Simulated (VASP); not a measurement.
# Ba (R-3m) in VASP: a series of runs

The runs below take Ba through single point, with PBEsol.

Program: VASP 6.6.1. These are calculated values, not measurements. Logs are shortened: lines on timing, memory, paths and dates and some standing lists are left out, and cuts for length are marked.

## (1) The cell of the first run

Symmetry: R-3m, No. 166, trigonal system. The conventional cell has a = 4.528 Å, b = 4.528 Å, c = 9.096 Å, α = 90.00°, β = 90.00°, γ = 120.00°. Within 5.3 Å of Ba (site symmetry -3m) lie 12 Ba at 4.00 to 4.53 Å.

## (2) Single point, PBEsol (53.84 Å³/atom)

The input, INCAR:

```
SYSTEM = Ba
PREC = Accurate
ENCUT = 520
EDIFF = 1E-6
ISMEAR = 0
SIGMA = 0.15
LREAL = .False.
LASPH = .True.
NELM = 80
ALGO = Fast
ISIF = 2
LWAVE = .False.
LCHARG = .False.
GGA = PS
NBANDS = 11
```

The input, KPOINTS:

```
regular mesh
0
Gamma
  14 14 14
  0 0 0
```

The input, POSCAR:

```
Ba
1.0
   -0.3840029720      2.8178005741      2.8178005741
    2.8178005741     -0.3840029720      2.8178005741
    2.8178005741      2.8178005741     -0.3840029720
Ba
1
Direct
    0.0000000000      0.0000000000      0.0000000000
```

Potentials or basis: VASP PAW PBE potentials, release 64 (Ba_sv).

On the command line:

```sh
cat potpaw_PBE.64/Ba_sv/POTCAR > POTCAR
mpirun -np 1 vasp_std > vasp.out
```

OUTCAR:

```text
SYSTEM = Ba
   PREC = Accurate
   ENCUT = 520
   EDIFF = 1E-6
   ISMEAR = 0
   LREAL = .False.
   LASPH = .True.
   NELM = 80
   ISIF = 2
   GGA = PS

 ion  position               nearest neighbor table
   1  0.000  0.000  0.000-

  LATTYP: Found a trigonal (rhomboedric) cell.
 ALAT       =     4.0034308328
 COS(alpha) =     0.3603760702

  Lattice vectors:

 A1 = (  -0.3840029720,   2.8178005741,   2.8178005741)
 A2 = (   2.8178005741,  -0.3840029720,   2.8178005741)
 A3 = (   2.8178005741,   2.8178005741,  -0.3840029720)

Analysis of symmetry for initial positions (statically):
=====================================================================
 Subroutine PRICEL returns:
 Original cell was already a primitive cell.

 Routine SETGRP: Setting up the symmetry group for a
 trigonal (rhombohedral) supercell.

 Subroutine GETGRP returns: Found 12 space group operations
 (whereof 12 operations were pure point group operations)
 out of a pool of 12 trial point group operations.

The static configuration has the point symmetry D_3d.

Analysis of symmetry for dynamics (positions and initial velocities):
=====================================================================
 Subroutine PRICEL returns:
 Original cell was already a primitive cell.

 Routine SETGRP: Setting up the symmetry group for a
 trigonal (rhombohedral) supercell.

 Subroutine GETGRP returns: Found 12 space group operations
 (whereof 12 operations were pure point group operations)
 out of a pool of 12 trial point group operations.

The dynamic configuration has the point symmetry D_3d.

 Subroutine INISYM returns: Found 12 space group operations
 (whereof 12 operations are pure point group operations),
 and found     1 'primitive' translations

----------------------------------------------------------------------------------------

                                     Primitive cell

  volume of cell :      53.8370

  direct lattice vectors                    reciprocal lattice vectors
    -0.384002972  2.817800574  2.817800574    -0.144743240  0.167580732  0.167580732
     2.817800574 -0.384002972  2.817800574     0.167580732 -0.144743240  0.167580732
     2.817800574  2.817800574 -0.384002972     0.167580732  0.167580732 -0.144743240

  length of vectors
     4.003430833  4.003430833  4.003430833     0.277699854  0.277699854  0.277699854

  position of ions in fractional coordinates (direct lattice)
     0.000000000  0.000000000  0.000000000

  ion indices of the primitive-cell ions
   primitive index   ion index
                 1           1

----------------------------------------------------------------------------------------

 KPOINTS: regular mesh

Automatic generation of k-mesh.
 Grid dimensions read from file:
 generate k-points for:   14   14   14

 Generating k-lattice:

  Cartesian coordinates                     Fractional coordinates (reciprocal lattice)
    -0.010338803  0.011970052  0.011970052     0.071428571  0.000000000 -0.000000000
     0.011970052 -0.010338803  0.011970052     0.000000000  0.071428571 -0.000000000
     0.011970052  0.011970052 -0.010338803    -0.000000000 -0.000000000  0.071428571

  Length of vectors
     0.019835704  0.019835704  0.019835704

  Shift w.r.t. Gamma in fractional coordinates (k-lattice)
     0.000000000  0.000000000  0.000000000

 Subroutine IBZKPT returns following result:
 ===========================================

 Found    288 irreducible k-points:

 Following reciprocal coordinates:
            Coordinates               Weight
  0.000000  0.000000  0.000000      1.000000
  0.071429  0.000000  0.000000      6.000000
  0.142857  0.000000 -0.000000      6.000000
  0.214286 -0.000000 -0.000000      6.000000
  0.285714 -0.000000 -0.000000      6.000000
  0.357143 -0.000000 -0.000000      6.000000
[... 16 lines left out ...]
  0.214286  0.142857 -0.000000     12.000000
  0.285714  0.142857 -0.000000     12.000000
 [... further k-points ...]
   k-points           NKPTS =    288   k-points in BZ     NKDIM =    288   number of bands    NBANDS=     11
   number of dos      NEDOS =    301   number of ions     NIONS =      1
   total plane-waves  NPLWV =  27000
   dimension x,y,z NGX =    30 NGY =   30 NGZ =   30
   dimension x,y,z NGXF=    60 NGYF=   60 NGZF=   60
   ions per type =               1
   NGX,Y,Z   is equivalent  to a cutoff of  12.46, 12.46, 12.46 a.u.
   NGXF,Y,Z  is equivalent  to a cutoff of  24.92, 24.92, 24.92 a.u.
 SYSTEM =  Ba
   PREC   = accura    normal or accurate (medium, high low for compatibility)
   ISTART =      0    job   : 0-new  1-cont  2-samecut
   ICHARG =      2    charge: 1-file 2-atom 10-const
   ISPIN  =      1    spin polarized calculation?
   LNONCOLLINEAR =      F non collinear calculations
   LSORBIT =      F    spin-orbit coupling
   LASPH  =      T    aspherical Exc in radial PAW
   ENCUT  =  520.0 eV  38.22 Ry    6.18 a.u.   7.44  7.44  7.44*2*pi/ulx,y,z
   NELM   =     80;   NELMIN=  2; NELMDL= -5     # of ELM steps
   EDIFF  = 0.1E-05   stopping-criterion for ELM
   LREAL  =      F    real-space projection
   EDIFFG = 0.1E-04   stopping-criterion for IOM
   NSW    =      0    number of steps for IOM
   IBRION =     -1    ionic relax: 0-MD 1-quasi-New 2-CG
   NFREE  =      0    steps in history (QN), initial steepest desc. (CG)
   ISIF   =      2    stress and relaxation
   ISYM   =      2    0-nonsym 1-usesym 2-fastsym
   POTIM  = 0.5000    time-step for ionic-motion
   TEBEG  =    0.0;   TEEND  =   0.0 temperature during run
   PSTRESS=    0.0 pullay stress
   NELECT =      10.0000    total number of electrons
   NUPDOWN=      -1.0000    fix difference up-down
   EMIN   =  10.00;   EMAX   =-10.00  energy-range for DOS
   EFERMI =   0.00;   METHOD = LEGACY
   ISMEAR =     0;   SIGMA  =   0.15  broadening in eV -4-tet -1-fermi 0-gaus
   EFERMI_NEDOS =   21; number of points for ismear=-14 and -15
   IALGO  =     68    algorithm
   IMIX   =      4    mixing-type and parameters
     AMIX     =   0.40;   BMIX     =  1.00
     AMIX_MAG =   1.60;   BMIX_MAG =  1.00
  volume/ion in A,a.u.               =      53.84       363.31
  Fermi-wavevector in a.u.,A,eV,Ry     =   0.934074  1.765144 11.871001  0.872494
  Thomas-Fermi vector in A             =   2.060841
   LORBIT       =      0    0 simple, 1 ext, 2 COOP (PROOUT), +10 PAW based schemes
   GGA     = PS    functional components
   LHFCALC =     F    Hartree Fock is set to
   AEXX    =    0.0000 exact exchange contribution
   IVDW    =     0    specifies the selected vdW correction
   LEPSILON=     F    determine dielectric tensor
   LRPA    =     F    only Hartree local field effects (RPA)
 non-spin polarized calculation
 RMM-DIIS sequential band-by-band and
 Gauss-broadening in eV      SIGMA  =   0.15
  energy-cutoff  :      520.00
  volume of cell :       53.84
 maximum number of plane-waves:      1475
 NGX is ok and might be reduce to    30
   NGX = 15   NGY = 15   NGZ = 15

 number of electron      10.0000000 magnetization

 number of electron       9.9999999 magnetization

 Free energy of the ion-electron system (eV)
  ---------------------------------------------------
  ext. energy  EPLUGINS =         0.00000000
  ---------------------------------------------------
  free energy    TOTEN  =        -2.04425838 eV

  energy without entropy =       -2.02466018  energy(sigma->0) =       -2.03445928

 E-fermi :   2.0628     XC(G=0):  -8.0302

 val. band max:        2.0595581638   @ k =  -0.3571   0.3571   0.1429
 cond. band min:       2.0703683655   @ k =   0.5000   0.2857   0.0000
 fundamental gap:      0.0108102017
 Fermi energy:         2.0627785282

 k-point     1 :       0.0000    0.0000    0.0000
  band No.  band energies     occupation
      1     -26.5959      2.00000
      2     -11.4155      2.00000
      3     -11.4155      2.00000
      4     -11.3057      2.00000
      5      -0.7120      2.00000
      6       3.2101      0.00000
      7       3.2101      0.00000
      8       5.4191      0.00000
      9       6.2187      0.00000
     10       6.2187      0.00000
     11       8.5644      0.00000

 k-point     2 :       0.0714    0.0000    0.0000
  band No.  band energies     occupation
      1     -26.5923      2.00000
      2     -11.4490      2.00000
      3     -11.4158      2.00000
      4     -11.3191      2.00000
      5      -0.6103      2.00000
      6       3.2056      0.00000
      7       3.2335      0.00000
      8       5.3904      0.00000
      9       6.1138      0.00000
     10       6.1554      0.00000
     11       8.8188      0.00000

 k-point     3 :       0.1429    0.0000   -0.0000
  band No.  band energies     occupation
      1     -26.5819      2.00000
      2     -11.5578      2.00000
      3     -11.4167      2.00000
      4     -11.3387      2.00000
      5      -0.3261      2.00000
      6       3.1723      0.00000
      7       3.2870      0.00000
      8       5.3843      0.00000
      9       5.9010      0.00000
     10       6.0366      0.00000
     11       9.3707      0.00000

 k-point     4 :       0.2143   -0.0000   -0.0000
  band No.  band energies     occupation
      1     -26.5670      2.00000
      2     -11.7208      2.00000
      3     -11.4180      2.00000
      4     -11.3542      2.00000
      5       0.0796      2.00000
      6       3.1027      0.00000
      7       3.3242      0.00000
      8       5.4325      0.00000
      9       5.7610      0.00000
     10       6.0375      0.00000
     11       9.2575      0.00000

 k-point     5 :       0.2857   -0.0000   -0.0000
  band No.  band energies     occupation
      1     -26.5502      2.00000
      2     -11.8969      2.00000
      3     -11.4194      2.00000
      4     -11.3675      2.00000
      5       0.5093      2.00000
      6       3.0654      0.00000
      7       3.3016      0.00000
      8       5.3767      0.00000
      9       5.8080      0.00000
     10       6.3533      0.00000
     11       8.8521      0.00000
[... 211 lines left out ...]
 k-point    21 :      -0.0714    0.0714    0.0000
  band No.  band energies     occupation
      1     -26.5875      2.00000
      2     -11.4840      2.00000
      3     -11.4319      2.00000
      4     -11.3327      2.00000
      5      -0.4594      2.00000
      6       3.1237      0.00000
      7       3.2901      0.00000
      8       5.4229      0.00000
      9       5.9380      0.00000
     10       6.2331      0.00000
     11       9.1194      0.00000

 k-point    22 :       0.1429    0.1429    0.0000
  band No.  band energies     occupation
      1     -26.5724      2.00000
      2     -11.5411      2.00000
      3     -11.4918      2.00000
      4     -11.3809      2.00000
      5      -0.1400      2.00000
      6       3.0622      0.00000
      7       3.6825      0.00000
      8       4.7733      0.00000
      9       5.4855      0.00000
     10       6.3151      0.00000
     11       9.8776      0.00000

 k-point    23 :       0.2143    0.1429   -0.0000
  band No.  band energies     occupation
      1     -26.5592      2.00000
      2     -11.6755      2.00000
      3     -11.4941      2.00000
      4     -11.3944      2.00000
      5       0.1882      2.00000
      6       2.9421      0.00000
      7       3.7638      0.00000
      8       4.6863      0.00000
      9       5.4476      0.00000
     10       6.3528      0.00000
     11      10.2304      0.00000

 k-point    24 :       0.2857    0.1429   -0.0000
  band No.  band energies     occupation
      1     -26.5434      2.00000
      2     -11.8430      2.00000
      3     -11.4917      2.00000
      4     -11.4046      2.00000
      5       0.5995      2.00000
      6       2.8078      0.00000
      7       3.5479      0.00000
      8       5.0262      0.00000
      9       5.4843      0.00000
     10       6.4946      0.00000
     11       9.8036      0.00000

 [... further k-points ...]
[... 5 lines left out ...]
  --------------------------------------------------------------------------------------
  -------------------------------------------------------------------------------------
  Total        0.3403671      0.3403671      0.3403671      0.3479721      0.3479721      0.3479721
  in kB       10.1292506     10.1292506     10.1292506     10.3555744     10.3555744     10.3555744
  external PRESSURE =      10.1292506 kB  Pullay stress =       0.0000000 kB

 VOLUME and BASIS-vectors are now :
 -----------------------------------------------------------------------------
  energy-cutoff  :      520.00
  volume of cell :       53.84
      direct lattice vectors                 reciprocal lattice vectors
    -0.384002972  2.817800574  2.817800574    -0.144743240  0.167580732  0.167580732
     2.817800574 -0.384002972  2.817800574     0.167580732 -0.144743240  0.167580732
     2.817800574  2.817800574 -0.384002972     0.167580732  0.167580732 -0.144743240

 POSITION                                       TOTAL-FORCE (eV/Angst)
 -----------------------------------------------------------------------------------
      0.00000      0.00000      0.00000         0.000000      0.000000     -0.000000
 -----------------------------------------------------------------------------------
    total drift:                               -0.000000     -0.000000      0.000000

  FREE ENERGIE OF THE ION-ELECTRON SYSTEM (eV)
  ---------------------------------------------------
  free  energy   TOTEN  =        -2.0442583830 eV

  energy  without entropy=       -2.0246601778  energy(sigma->0) =       -2.03445928
```

Wall time 91 s (1 thread of Intel Xeon Platinum 8488C (Sapphire Rapids), shared host); peak memory 0.3 GiB.

What came out:

- Free energy: -2.0443 eV
- Pressure: 1.0 GPa
- Band gap on the k mesh: zero (bands 5 and 6 overlap by 0.59 eV)

Caveat: the PAW data sets were made with another functional, which shifts forces and pressure a little; spin-orbit coupling is left out, which moves the levels of the heavy elements.

## (3) Single point, PBEsol (53.84 Å³/atom)

The input, INCAR:

```
PREC = Accurate ; ENCUT = 520
EDIFF = 1E-7 ; ISMEAR = 0
SIGMA = 0.15 ; LREAL = False
LASPH = True ; NELM = 80
ALGO = Fast ; ISIF = 2
LWAVE = False ; LCHARG = False
GGA = PS ; NBANDS = 11
```

The input, KPOINTS:

```
Automatic mesh
0
Gamma
  14 14 14
```

The input, POSCAR:

```
Ba
1.0
    1.3324200503      3.7901550177      3.7901550177
    3.7901550177      1.3324200503      3.7901550177
    3.7901550177      3.7901550177      1.3324200503
Ba
1
Direct
    0.0000000000      0.0000000000      0.0000000000
```

Potentials or basis: VASP PAW PBE potentials, release 64 (Ba_sv).

On the command line:

```sh
cat potpaw_PBE.64/Ba_sv/POTCAR > POTCAR
mpirun -np 1 vasp_std > vasp.out
```

Run time: 6.7 min. Hardware: 1 thread of Intel Xeon Platinum 8488C (Sapphire Rapids), shared host; peak memory 0.37 GiB.

Results (log left out):

- Free energy: -1.2083 eV
- Pressure: 3.5 GPa
- Band gap on the k mesh: zero (bands 5 and 6 overlap by 1.30 eV)

Stress tensor (GPa, compression positive):
```
 3.53 -3.97 -3.97
-3.97  3.53 -3.97
-3.97 -3.97  3.53
```

Levels at points of the mesh, in eV from the Fermi level:
```csv
k point,band 3,band 4,band 5,band 6,band 7,band 8
"(0.00, 0.00, 0.00)",-12.58,-12.58,-2.08,-0.25,2.57,2.57
"(0.50, 0.00, 0.00)",-13.48,-13.21,-1.13,-0.08,2.63,3.24
"(0.50, 0.50, 0.00)",-13.50,-13.21,-1.13,-0.51,3.72,3.81
"(0.50, 0.50, 0.50)",-12.58,-12.58,-1.14,0.27,2.53,2.55
```

Caveat: the cell stands under pressure; the PAW data sets were made with another functional, which shifts forces and pressure a little; spin-orbit coupling is left out, which moves the levels of the heavy elements.

## (4) Single point, PBEsol (53.84 Å³/atom)

The input, INCAR:

```
SYSTEM = Ba
ALGO = Fast
EDIFF = 1E-6
ENCUT = 520
GGA = PS
ISIF = 2
ISMEAR = 0
LASPH = .True.
LCHARG = .False.
LREAL = .False.
LWAVE = .False.
NBANDS = 11
NELM = 100
PREC = Accurate
SIGMA = 0.15
```

The input, KPOINTS:

```
k-points
0
Gamma
  14 14 14
  0 0 0
```

The input, POSCAR:

```
Ba
1.0
   -1.0927134816      2.5618466574      2.5618466574
    2.5618466574     -1.0927134816      2.5618466574
    2.5618466574      2.5618466574     -1.0927134816
Ba
1
Direct
    0.0000000000      0.0000000000      0.0000000000
```

On the command line:

```sh
cat potpaw_PBE.64/Ba_sv/POTCAR > POTCAR
mpirun -np 1 vasp_std > vasp.out
```

Run time: 72 s. Hardware: 1 thread of Intel Xeon Platinum 8488C (Sapphire Rapids), shared host; peak memory 0.29 GiB.

The run converged. Its results:

```
Free energy            : -1.8572 eV
Pressure               : 0.6 GPa
Band gap on the k mesh : zero (bands 5 and 6 overlap by 0.31 eV)
```

Stress tensor (GPa, compression positive):
```
0.58 0.29 0.29
0.29 0.58 0.29
0.29 0.29 0.58
```

Levels at points of the mesh, in eV from the Fermi level:
```tsv
k point	band 1	band 2	band 3	band 4	band 5	band 6	band 7	band 8	band 9	band 10
(0.00, 0.00, 0.00)	-28.97	-13.66	-13.66	-13.62	-2.62	-0.03	-0.03	5.44	5.44	5.52
(0.50, 0.00, 0.00)	-28.88	-14.68	-13.56	-13.54	-0.64	0.57	1.16	2.93	3.05	5.75
(0.50, 0.50, 0.00)	-28.78	-14.57	-14.46	-13.46	-1.23	0.73	3.44	3.65	3.67	4.34
(0.50, 0.50, 0.50)	-28.69	-14.49	-14.31	-14.31	-0.51	0.04	0.04	4.09	7.09	7.47
```

Caveat: the PAW data sets were made with another functional, which shifts forces and pressure a little; spin-orbit coupling is left out, which moves the levels of the heavy elements.

## (5) Single point, PBEsol (53.84 Å³/atom)

The input, INCAR:

```
ALGO = Fast ; EDIFF = 1E-7
ENCUT = 520 ; GGA = PS
ISIF = 2 ; ISMEAR = 0
LASPH = T ; LCHARG = F
LREAL = F ; LWAVE = F
NBANDS = 11 ; NELM = 80
PREC = Accurate ; SIGMA = 0.15
```

The input, KPOINTS:

```
k-points
0
Gamma
  14 14 14
```

The input, POSCAR:

```
Ba
1.0
    0.4103114022      3.2155397677      3.2155397677
    3.2155397677      0.4103114022      3.2155397677
    3.2155397677      3.2155397677      0.4103114022
Ba
1
Direct
    0.0000000000      0.0000000000      0.0000000000
```

On the command line:

```sh
cat potpaw_PBE.64/Ba_sv/POTCAR > POTCAR
mpirun -np 1 vasp_std > vasp.out
```

Run time: 3.5 min. Hardware: 1 thread of Intel Xeon Platinum 8488C (Sapphire Rapids), shared host; peak memory 0.33 GiB.

Results (log left out):

- Free energy: -2.0150 eV
- Pressure: 1.1 GPa
- Band gap on the k mesh: zero (bands 5 and 6 overlap by 0.81 eV)

Stress tensor (GPa, compression positive):
```
 1.08 -1.70 -1.70
-1.70  1.08 -1.70
-1.70 -1.70  1.08
```

Levels at points of the mesh, in eV from the Fermi level:
```csv
k point,band 3,band 4,band 5,band 6,band 7,band 8
"(0.00, 0.00, 0.00)",-13.31,-13.31,-2.74,0.83,2.32,2.32
"(0.50, 0.00, 0.00)",-13.55,-13.52,-0.92,0.84,2.03,2.69
"(0.50, 0.50, 0.00)",-13.68,-13.58,-0.94,-0.36,2.91,4.92
"(0.50, 0.50, 0.50)",-13.34,-13.34,-1.19,0.86,2.13,2.13
```

Caveat: the PAW data sets were made with another functional, which shifts forces and pressure a little; spin-orbit coupling is left out, which moves the levels of the heavy elements.

## (6) Summary

```tsv
cell	further INCAR settings	gap on the mesh (eV)	pressure (GPa)
a = 4.003 Å, angles 68.9°, 1 atom	ALGO = Fast; EDIFF = 1e-06; NBANDS = 11	none	1.0
a = 5.523 Å, angles 36.7°, 1 atom	ALGO = Fast; EDIFF = 1e-07; NBANDS = 11	none	3.5
a = 3.784 Å, angles 86.1°, 1 atom	ALGO = Fast; EDIFF = 1e-06; NBANDS = 11	none	0.6
a = 4.566 Å, angles 51.5°, 1 atom	ALGO = Fast; EDIFF = 1e-07; NBANDS = 11	none	1.1
```

Alike in all rows: task single point; level PBEsol; potentials or basis VASP PAW PBE potentials, release 64 (Ba_sv); no spin polarisation; k mesh 14 × 14 × 14; cutoff (eV) 520; smearing gaussian 0.15 eV.

Caveats: the PAW data sets were made with another functional, which shifts forces and pressure a little; spin-orbit coupling is left out, which moves the levels of the heavy elements; the cell stands under pressure (at least some runs).

Total energies depend on the potentials used, so only differences within one code and one set of settings carry meaning.
